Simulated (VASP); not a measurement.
# Sn (I4_1/amd) in VASP: a series of runs

Runs on Sn. Level: LDA. Tasks: relaxation of cell and atoms.

All numbers are computed with VASP 6.6.1; they aren't measurements. Logs are shortened: lines on timing, memory, paths and dates and some standing lists are left out, and cuts for length are marked.

## Step 1: The cell of the first run

Symmetry: I4_1/amd, No. 141, tetragonal system. The conventional cell has a = 5.543 Å, b = 5.543 Å, c = 2.985 Å, α = 90.00°, β = 90.00°, γ = 90.00°. Sn (site symmetry -4m2) has 10 Sn at 2.87 to 3.56 Å within 3.8 Å.

## Step 2: Relaxation of cell and atoms, LDA, target pressure 10.9 GPa, at which the enthalpy is minimised

INCAR

```
SYSTEM = Sn
ALGO = Fast
EDIFF = 1E-6
EDIFFG = -0.002
ENCUT = 600
IBRION = 2
ISIF = 3
ISMEAR = 0
LASPH = .True.
LCHARG = .False.
LREAL = .False.
LWAVE = .False.
NELM = 100
NSW = 100
PREC = Accurate
PSTRESS = 109.0
SIGMA = 0.1
```

KPOINTS

```
k-points
0
Gamma
  16 16 16
  0 0 0
```

POSCAR

```
Sn
1.0
   -2.7715162323      2.7715162323      1.4925658921
    2.7715162323     -2.7715162323      1.4925658921
    2.7715162323      2.7715162323     -1.4925658921
Sn
2
Direct
    0.0000000000      0.0000000000      0.0000000000
    0.7500000000      0.2500000000      0.5000000000
```

Potentials or basis: VASP PAW LDA potentials, release 64 (Sn_d).

Run with:

```console
$ cat potpaw_LDA.64/Sn_d/POTCAR > POTCAR
$ mpirun -np 1 vasp_std > vasp.out
```

OUTCAR:

```text
SYSTEM = Sn
   EDIFF = 1E-6
   EDIFFG = -0.002
   ENCUT = 600
   IBRION = 2
   ISIF = 3
   ISMEAR = 0
   LASPH = .True.
   LREAL = .False.
   NELM = 100
   NSW = 100
   PREC = Accurate
   PSTRESS = 109.0

 ion  position               nearest neighbor table
   1  0.000  0.000  0.000-   2 2.87   2 2.87   2 2.87   2 2.87   2 3.56   2 3.56   2 3.56   2 3.56

   2  0.750  0.250  0.500-   1 2.87   1 2.87   1 2.87   1 2.87   1 3.56   1 3.56   1 3.56   1 3.56

  LATTYP: Found a body centered tetragonal cell.
 ALAT       =     5.5430324646
 C/A-ratio  =     0.5385376693

  Lattice vectors:

 A1 = (  -2.7715162323,   2.7715162323,   1.4925658921)
 A2 = (   2.7715162323,  -2.7715162323,   1.4925658921)
 A3 = (   2.7715162323,   2.7715162323,  -1.4925658921)

Analysis of symmetry for initial positions (statically):
=====================================================================
 Subroutine PRICEL returns:
 Original cell was already a primitive cell.

 Routine SETGRP: Setting up the symmetry group for a
 body centered tetragonal supercell.

 Subroutine GETGRP returns: Found 16 space group operations
 (whereof  8 operations were pure point group operations)
 out of a pool of 16 trial point group operations.

The static configuration has the point symmetry D_2d.
 The point group associated with its full space group is D_4h.

Analysis of symmetry for dynamics (positions and initial velocities):
=====================================================================
 Subroutine PRICEL returns:
 Original cell was already a primitive cell.

 Routine SETGRP: Setting up the symmetry group for a
 body centered tetragonal supercell.

 Subroutine GETGRP returns: Found 16 space group operations
 (whereof  8 operations were pure point group operations)
 out of a pool of 16 trial point group operations.

The dynamic configuration has the point symmetry D_2d.
 The point group associated with its full space group is D_4h.

 Subroutine INISYM returns: Found 16 space group operations
 (whereof  8 operations are pure point group operations),
 and found     1 'primitive' translations

----------------------------------------------------------------------------------------

                                     Primitive cell

  volume of cell :      45.8594

  direct lattice vectors                    reciprocal lattice vectors
    -2.771516232  2.771516232  1.492565892     0.000000000  0.180406665  0.334993586
     2.771516232 -2.771516232  1.492565892     0.180406665  0.000000000  0.334993586
     2.771516232  2.771516232 -1.492565892     0.180406665  0.180406665  0.000000000

  length of vectors
     4.194086002  4.194086002  4.194086002     0.380482939  0.380482939  0.255133552

  position of ions in fractional coordinates (direct lattice)
     0.000000000  0.000000000  0.000000000
     0.750000000  0.250000000  0.500000000

  ion indices of the primitive-cell ions
   primitive index   ion index
                 1           1
                 2           2

----------------------------------------------------------------------------------------

 KPOINTS: k-points

Automatic generation of k-mesh.
 Grid dimensions read from file:
 generate k-points for:   16   16   16

 Generating k-lattice:

  Cartesian coordinates                     Fractional coordinates (reciprocal lattice)
     0.000000000  0.011275417  0.020937099     0.062500000  0.000000000  0.000000000
     0.011275417  0.000000000  0.020937099     0.000000000  0.062500000  0.000000000
     0.011275417  0.011275417  0.000000000     0.000000000  0.000000000  0.062500000

  Length of vectors
     0.023780184  0.023780184  0.015945847

  Shift w.r.t. Gamma in fractional coordinates (k-lattice)
     0.000000000  0.000000000  0.000000000

 Subroutine IBZKPT returns following result:
 ===========================================

 Found    349 irreducible k-points:

 Following reciprocal coordinates:
            Coordinates               Weight
  0.000000  0.000000  0.000000      1.000000
  0.062500  0.000000 -0.000000      8.000000
  0.125000  0.000000 -0.000000      8.000000
  0.187500  0.000000 -0.000000      8.000000
  0.250000  0.000000 -0.000000      8.000000
  0.312500  0.000000  0.000000      8.000000
[... 16 lines left out ...]
 -0.125000  0.062500  0.000000     16.000000
 -0.062500  0.062500  0.000000      4.000000
 [... further k-points ...]
   k-points           NKPTS =    349   k-points in BZ     NKDIM =    349   number of bands    NBANDS=     18
   number of dos      NEDOS =    301   number of ions     NIONS =      2
   total plane-waves  NPLWV =  46656
   dimension x,y,z NGX =    36 NGY =   36 NGZ =   36
   dimension x,y,z NGXF=    72 NGYF=   72 NGZF=   72
   ions per type =               2
   NGX,Y,Z   is equivalent  to a cutoff of  14.27, 14.27, 14.27 a.u.
   NGXF,Y,Z  is equivalent  to a cutoff of  28.54, 28.54, 28.54 a.u.
 SYSTEM =  Sn
   PREC   = accura    normal or accurate (medium, high low for compatibility)
   ISTART =      0    job   : 0-new  1-cont  2-samecut
   ICHARG =      2    charge: 1-file 2-atom 10-const
   ISPIN  =      1    spin polarized calculation?
   LNONCOLLINEAR =      F non collinear calculations
   LSORBIT =      F    spin-orbit coupling
   LASPH  =      T    aspherical Exc in radial PAW
   ENCUT  =  600.0 eV  44.10 Ry    6.64 a.u.   8.38  8.38  8.38*2*pi/ulx,y,z
   NELM   =    100;   NELMIN=  2; NELMDL= -5     # of ELM steps
   EDIFF  = 0.1E-05   stopping-criterion for ELM
   LREAL  =      F    real-space projection
   EDIFFG = -.2E-02   stopping-criterion for IOM
   NSW    =    100    number of steps for IOM
   IBRION =      2    ionic relax: 0-MD 1-quasi-New 2-CG
   NFREE  =      1    steps in history (QN), initial steepest desc. (CG)
   ISIF   =      3    stress and relaxation
   ISYM   =      2    0-nonsym 1-usesym 2-fastsym
   POTIM  = 0.5000    time-step for ionic-motion
   TEBEG  =    0.0;   TEEND  =   0.0 temperature during run
   PSTRESS=  109.0 pullay stress
   NELECT =      28.0000    total number of electrons
   NUPDOWN=      -1.0000    fix difference up-down
   EMIN   =  10.00;   EMAX   =-10.00  energy-range for DOS
   EFERMI =   0.00;   METHOD = LEGACY
   ISMEAR =     0;   SIGMA  =   0.10  broadening in eV -4-tet -1-fermi 0-gaus
   EFERMI_NEDOS =   21; number of points for ismear=-14 and -15
   IALGO  =     68    algorithm
   IMIX   =      4    mixing-type and parameters
     AMIX     =   0.40;   BMIX     =  1.00
     AMIX_MAG =   1.60;   BMIX_MAG =  1.00
  volume/ion in A,a.u.               =      22.93       154.74
  Fermi-wavevector in a.u.,A,eV,Ry     =   1.388837  2.624522 26.243859  1.928869
  Thomas-Fermi vector in A             =   2.512925
   LORBIT       =      0    0 simple, 1 ext, 2 COOP (PROOUT), +10 PAW based schemes
   GGA     = CA    functional components
   LHFCALC =     F    Hartree Fock is set to
   AEXX    =    0.0000 exact exchange contribution
   IVDW    =     0    specifies the selected vdW correction
   LEPSILON=     F    determine dielectric tensor
   LRPA    =     F    only Hartree local field effects (RPA)
 conjugate gradient relaxation of ions
 non-spin polarized calculation
 RMM-DIIS sequential band-by-band and
 Gauss-broadening in eV      SIGMA  =   0.10
  energy-cutoff  :      600.00
  volume of cell :       45.86
 maximum number of plane-waves:      1552
 NGX is ok and might be reduce to    36
   NGX = 17   NGY = 17   NGZ = 17

--------------------------------------- Ionic step        1  -------------------------------------------

 number of electron      28.0000001 magnetization

 Free energy of the ion-electron system (eV)
  ---------------------------------------------------
  ext. energy  EPLUGINS =         0.00000000
  ---------------------------------------------------
  free energy    TOTEN  =        -8.78619102 eV

  energy without entropy =       -8.78249434  energy(sigma->0) =       -8.78434268

------------------------ aborting loop because EDIFF is reached ----------------------------------------

  FORCE on cell =-STRESS in cart. coord.  units (eV):
  Direction    XX          YY          ZZ          XY          YZ          ZX
  --------------------------------------------------------------------------------------
  -------------------------------------------------------------------------------------
  Total        3.1925189      3.1925189      3.1773219      0.0000000     -0.0000000      0.0000000
  in kB      111.5361624    111.5361624    111.0052292      0.0000000     -0.0000000      0.0000000
  external PRESSURE =       2.3591847 kB  Pullay stress =     109.0000000 kB
[... 137 lines left out ...]
  enthalpy is  TOTEN    =        -5.6662943240 eV   P V=        3.1250995114

--------------------------------------- Ionic step        5  -------------------------------------------

 number of electron      28.0000001 magnetization

 Free energy of the ion-electron system (eV)
  ---------------------------------------------------
  ext. energy  EPLUGINS =         0.00000000
  ---------------------------------------------------
  free energy    TOTEN  =        -8.79108714 eV

  energy without entropy =       -8.78738594  energy(sigma->0) =       -8.78923654

 E-fermi :   9.9705     XC(G=0): -11.3567

 val. band max:        9.9629515738   @ k =   0.5000   0.1250   0.0000
 cond. band min:       9.9802772760   @ k =   0.4375   0.4375   0.0000
 fundamental gap:      0.0173257023
 Fermi energy:         9.9704692214

 k-point     1 :       0.0000    0.0000    0.0000
  band No.  band energies     occupation
      1     -11.9287      2.00000
      2     -11.8025      2.00000
      3     -11.7439      2.00000
      4     -11.7285      2.00000
      5     -11.4467      2.00000
      6     -11.4467      2.00000
[... 10 lines left out ...]
     17      16.8469      0.00000
     18      18.1653      0.00000
[... 466 lines left out ...]
      2     -11.8034      2.00000
      3     -11.7392      2.00000
      4     -11.7313      2.00000
      5     -11.4491      2.00000
      6     -11.4442      2.00000
[... 10 lines left out ...]
     17      16.6075      0.00000
     18      18.1452      0.00000

 [... further k-points ...]
[... 5 lines left out ...]
  --------------------------------------------------------------------------------------
  -------------------------------------------------------------------------------------
  Total        3.1278386      3.1278386      3.1253990      0.0000000      0.0000000      0.0000000
  in kB      109.1062659    109.1062659    109.0211662      0.0000000      0.0000000      0.0000000
  external PRESSURE =       0.0778993 kB  Pullay stress =     109.0000000 kB
[... 17 lines left out ...]
  FREE ENERGIE OF THE ION-ELECTRON SYSTEM (eV)
  ---------------------------------------------------
  free  energy   TOTEN  =        -8.7910871440 eV

  energy  without entropy=       -8.7873859410  energy(sigma->0) =       -8.78923654

  enthalpy is  TOTEN    =        -5.6662949832 eV   P V=        3.1247921608

 reached required accuracy - stopping structural energy minimisation
```

Wall time 12 min (1 thread of Intel Xeon 6975P-C, shared host); peak memory 0.41 GiB.

What came out:

* Free energy: -8.7911 eV
* Relaxed volume: 22.97 Å³/atom
* Relaxed cell: a = 4.196 Å, b = 4.196 Å, c = 4.196 Å, α = 97.27°, β = 97.27°, γ = 138.31°
* Space group after relaxing (to 0.05 Å): I4_1/amd (No. 141)
* Energy change on relaxing (the enthalpy is what falls): -2.4 meV/atom
* Ionic steps: 5
* Pressure after relaxing: 10.9 GPa
* Band gap on the k mesh: zero (band 14 reaches 11.86 eV, above the bottom of band 15 at 6.68 eV)

Step by step:
```
step  energy change (eV)  largest force (eV/Å)  pressure (GPa)  volume (Å³)
   1              0.0000                0.0000           11.14        45.86
   2             -0.0151                0.0000           10.48        46.08
   3             -0.0048                0.0000           10.92        45.93
   4             -0.0052                0.0000           10.83        45.94
   5             -0.0049                0.0000           10.91        45.93
```

Final structure:
```
Sn
1.0
    -2.77306    2.77306    1.49323
     2.77306   -2.77306    1.49323
     2.77306    2.77306   -1.49323
Sn
2
Direct
  0.00000 0.00000 0.00000
  0.75000 0.25000 0.50000
```

Levels at points of the mesh, in eV from the Fermi level:
```tsv
k point	band 11	band 12	band 13	band 14	band 15	band 16	band 17	band 18
(0.00, 0.00, 0.00)	-12.53	-3.35	-2.53	-2.53	2.75	6.88	6.88	8.19
(0.50, 0.00, 0.00)	-7.28	-6.07	-2.20	-2.18	-1.43	2.15	3.19	5.49
(0.50, 0.50, 0.00)	-9.95	-9.95	0.49	0.49	1.77	1.77	6.87	6.87
(0.50, 0.50, 0.50)	-8.15	-8.15	-5.84	-5.84	5.83	5.83	10.77	10.77
```

Caveat: the cell is relaxed towards a set pressure, so the enthalpy falls and the energy may rise; spin-orbit coupling is left out, which moves the levels of the heavy elements.

## Step 3: Relaxation of cell and atoms, LDA, target pressure 10.9 GPa, at which the enthalpy is minimised

INCAR

```
PREC     = Accurate       # precision mode
ENCUT    = 600            # plane-wave cutoff, eV
EDIFF    = 1E-6           # SCF threshold, eV
ISMEAR   = -1             # smearing method
SIGMA    = 0.15           # smearing width, eV
LREAL    = False          # projectors in reciprocal space
LASPH    = True           # aspherical terms in the spheres
NELM     = 100            # most SCF steps
ALGO     = Fast           # electronic algorithm
ISIF     = 3              # what is computed and relaxed
LWAVE    = False          # write WAVECAR
LCHARG   = False          # write CHGCAR
GGA      = CA             # functional
IBRION   = 2              # ionic algorithm
NSW      = 80             # ionic steps
EDIFFG   = -0.001         # ionic threshold
PSTRESS  = 109.0
```

KPOINTS

```
Automatic mesh
0
Gamma
  16 16 16
```

POSCAR is that of step 2.

Potentials or basis: VASP PAW LDA potentials, release 64 (Sn_d).

Run with:

```console
$ cat potpaw_LDA.64/Sn_d/POTCAR > POTCAR
$ mpirun -np 1 vasp_std > vasp.out
```

Wall time 17 min (1 thread of Intel Xeon Platinum 8488C (Sapphire Rapids), shared host); peak memory 0.4 GiB.

The run converged. Its results:

| Property | Result |
| --- | --- |
| Free energy | -8.8190 eV |
| Relaxed volume | 22.98 Å³/atom |
| Relaxed cell | a = 4.197 Å, b = 4.197 Å, c = 4.197 Å, α = 97.27°, β = 97.27°, γ = 138.31° |
| Space group after relaxing (to 0.05 Å) | I4_1/amd (No. 141) |
| Energy change on relaxing (the enthalpy is what falls) | -9.8 meV/atom |
| Ionic steps | 14 |
| Pressure after relaxing | 10.9 GPa |
| Band gap on the k mesh | zero (band 14 reaches 11.85 eV, above the bottom of band 15 at 6.67 eV) |

Step by step:
```
step  energy change (eV)  largest force (eV/Å)  pressure (GPa)  volume (Å³)
   1              0.0000                0.0000           11.34        45.86
   2             -0.0280                0.0000           10.20        46.28
   3             -0.0090                0.0000           10.94        45.99
   4             -0.0225                0.0000           10.78        46.01
   5             -0.0217                0.0000           10.82        45.99
   6             -0.0172                0.0000           11.06        45.93
   7             -0.0191                0.0000           10.90        45.96
   8             -0.0192                0.0000           10.91        45.96
   9             -0.0205                0.0000           10.86        45.98
  10             -0.0194                0.0000           10.91        45.96
  11             -0.0197                0.0000           10.86        45.96
  12             -0.0195                0.0000           10.92        45.96
  13             -0.0196                0.0000           10.92        45.96
  14             -0.0196                0.0000           10.90        45.96
```

Final structure:
```yaml
crystal:
  lattice:
    - [-2.77376, 2.77376, 1.49353]
    - [2.77376, -2.77376, 1.49353]
    - [2.77376, 2.77376, -1.49353]
  atoms:
    - { symbol: Sn, position: [0.00000, 0.00000, 0.00000] }
    - { symbol: Sn, position: [0.75000, 0.25000, 0.50000] }
```

Levels at points of the mesh, in eV from the Fermi level:
```
           k point  band 12  band 13  band 14  band 15  band 16  band 17
(0.00, 0.00, 0.00)    -3.36    -2.53    -2.53     2.76     6.87     6.87
(0.50, 0.00, 0.00)    -6.06    -2.20    -2.17    -1.43     2.15     3.19
(0.50, 0.50, 0.00)    -9.95     0.49     0.49     1.77     1.77     6.86
(0.50, 0.50, 0.50)    -8.15    -5.84    -5.84     5.84     5.84    10.76
```

Caveat: the cell is relaxed towards a set pressure, so the enthalpy falls and the energy may rise; spin-orbit coupling is left out, which moves the levels of the heavy elements.
